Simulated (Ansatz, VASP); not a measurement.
## One calculation of P, two programs

```
P
1.0
     1.65820   -5.24200    0.00000
     1.65820    5.24200    0.00000
     0.00000    0.00000    4.37930
P
4
Direct
  0.89838 0.10162 0.08068
  0.60162 0.39838 0.58068
  0.10162 0.89838 0.91932
  0.39838 0.60162 0.41932
```

Alike in both runs: task single point; functional PBE; dispersion D3(BJ); k mesh 10 × 10 × 6; occupations gaussian, width 0.01 eV; no spin polarisation.

|  | VASP | Ansatz |
| --- | --- | --- |
| version | VASP 6.6.1 | Ansatz 0.2.0 |
| potentials or method | VASP PAW PBE potentials, release 64 (P), cutoff 520 eV | scalar-relativistic, plane waves, PAW |
| valence electrons in the cell | 20 | 20 |

|  | VASP | Ansatz | Ansatz less VASP |
| --- | --- | --- | --- |
| gap on the k mesh at the Fermi level (eV) | 0.04 | 0.02 | -0.024 |
| least direct gap on the mesh (eV) | 0.15 | 0.13 | -0.020 |
| pressure (GPa) | -1.4 | -1.1 | +0.34 |
| traceless stress, the component that is largest in VASP (GPa) | 0.55 | 0.56 | +0.003 |
| rms of the force components (eV/Å) | 0.038 | 0.070 | +0.0316 |

Atom by atom the forces differ by 0.033 eV/Å (rms over components).
